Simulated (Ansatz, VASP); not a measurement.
# One calculation of Cd, two programs

```
Cd
1.0
    -1.59194    1.59194    2.25112
     1.59194   -1.59194    2.25112
     1.59194    1.59194   -2.25112
Cd
1
Direct
  0.00000 0.00000 0.00000
```

Alike in both runs: functional PBE; k mesh 24 × 24 × 24; occupations gaussian, width 0.1 eV; no spin polarisation.

Ansatz relaxed the structure, and its values are those at the end. VASP's run is a single point on that final structure, the one shown.

|  | VASP | Ansatz |
| --- | --- | --- |
| version | VASP 6.6.1 | Ansatz 0.2.0 |
| potentials or method | VASP PAW PBE potentials, release 64 (Cd), cutoff 520 eV | scalar-relativistic, plane waves, PAW |
| valence electrons in the cell | 12 | 20 |

VASP gave:

- gap on the k mesh at the Fermi level (eV): none
- pressure (GPa): 0.3

Question: Estimate Ansatz's values.

Answer: gap on the k mesh at the Fermi level (eV): none; pressure (GPa): 0.0.

A gap of «none» marks a metal or a gap that the smearing closes. VASP's potentials hold 12 valence electrons a cell and Ansatz's 20, so a difference there can come from the potentials and not from the codes.
